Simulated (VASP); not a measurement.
AlCuC4N4: relaxation of cell and atoms with PBE

AlCuC4N4:

```
CELL_PARAMETERS angstrom
5.70554 0.00000 0.00000
0.00000 5.70554 0.00000
0.00000 0.00000 5.70554
ATOMIC_POSITIONS crystal
Al 0.50000 0.50000 0.50000
Cu 0.00000 0.00000 0.00000
C 0.19449 0.19449 0.19449
C 0.19449 0.80551 0.80551
C 0.80551 0.19449 0.80551
C 0.80551 0.80551 0.19449
N 0.31335 0.31335 0.31335
N 0.31335 0.68665 0.68665
N 0.68665 0.31335 0.68665
N 0.68665 0.68665 0.31335
```

| Quantity | Value |
| --- | --- |
| Program | VASP 6.6.1 |
| Task | relaxation of cell and atoms |
| Functional | PBE |
| Potentials or basis | VASP PAW PBE potentials, release 64 (Al, Cu, C, N) |
| Cutoff | 600 eV |
| k mesh | 4 × 4 × 4 |
| Occupations | gaussian, width 0.02 eV |
| Spin | no spin polarisation |
| Dipole correction | no |
| Further INCAR settings | ALGO = Normal; EDIFF = 1e-06; IBRION = 2; EDIFFG = -0.01; NSW = 100; ISIF = 3 |

- Relaxed volume: 18.57 Å³/atom
- Relaxed cell: a = 5.705 Å, b = 5.705 Å, c = 5.705 Å, α = 90.00°, β = 90.00°, γ = 90.00°
- Space group after relaxing (to 0.1 Å): P-43m (No. 215)
- Energy gained by relaxing: 0.2 meV/atom
- Ionic steps: 6
- Pressure after relaxing: 0.0 GPa
- Largest force after relaxing: 0.010 eV/Å
- Band gap on the k mesh: 3.97 eV (least direct gap 4.07 eV)

Forces in eV/Å, atoms in the order of the input:
```
Al   0.000  0.000  0.000
Cu   0.000  0.000  0.000
C    0.006  0.006  0.006
C    0.006 -0.006 -0.006
C   -0.006  0.006 -0.006
C   -0.006 -0.006  0.006
N   -0.001 -0.001 -0.001
N   -0.001  0.001  0.001
N    0.001 -0.001  0.001
N    0.001  0.001 -0.001
```

The path:
| step | energy change (eV) | largest force (eV/Å) | pressure (GPa) | volume (Å³) |
| --- | --- | --- | --- | --- |
| 1 | 0.0000 | 0.3384 | 0.30 | 185.73 |
| 2 | 0.1558 | 2.8853 | -3.15 | 186.67 |
| 3 | -0.0015 | 0.0514 | -0.06 | 185.81 |
| 4 | -0.0015 | 0.0468 | -0.05 | 185.81 |
| 5 | -0.0019 | 0.0201 | 0.03 | 185.71 |
| 6 | -0.0019 | 0.0098 | 0.05 | 185.68 |

Final structure:
```cif
data_structure
_symmetry_space_group_name_H-M 'P 1'
_symmetry_Int_Tables_number 1
_cell_length_a 5.7050
_cell_length_b 5.7050
_cell_length_c 5.7050
_cell_angle_alpha 90.000
_cell_angle_beta 90.000
_cell_angle_gamma 90.000
_cell_volume 185.68
loop_
_atom_site_label
_atom_site_type_symbol
_atom_site_fract_x
_atom_site_fract_y
_atom_site_fract_z
_atom_site_occupancy
Al1 Al 0.50000 0.50000 0.50000 1
Cu1 Cu 0.00000 0.00000 0.00000 1
C1 C 0.19461 0.19461 0.19461 1
C2 C 0.19461 0.80539 0.80539 1
C3 C 0.80539 0.19461 0.80539 1
C4 C 0.80539 0.80539 0.19461 1
N1 N 0.31373 0.31373 0.31373 1
N2 N 0.31373 0.68627 0.68627 1
N3 N 0.68627 0.31373 0.68627 1
N4 N 0.68627 0.68627 0.31373 1
```

Levels at points of the mesh, in eV from the valence-band top:
```csv
k point,band 23,band 24,band 25,band 26,band 27,band 28
"(0.00, 0.00, 0.00)",-0.27,-0.27,-0.27,3.97,3.97,3.97
"(0.50, 0.00, 0.00)",-0.19,-0.03,-0.03,4.09,4.09,4.30
"(0.50, 0.50, 0.00)",-0.17,0.00,0.00,4.17,4.40,4.52
"(0.50, 0.50, 0.50)",-0.19,-0.19,-0.19,4.40,4.40,4.40
```

Run time: 3 min on 1 thread of Intel(R) Xeon(R) 6975P-C (Granite Rapids) (shared host), peak memory 0.37 GiB.

A k mesh can miss the band edges.
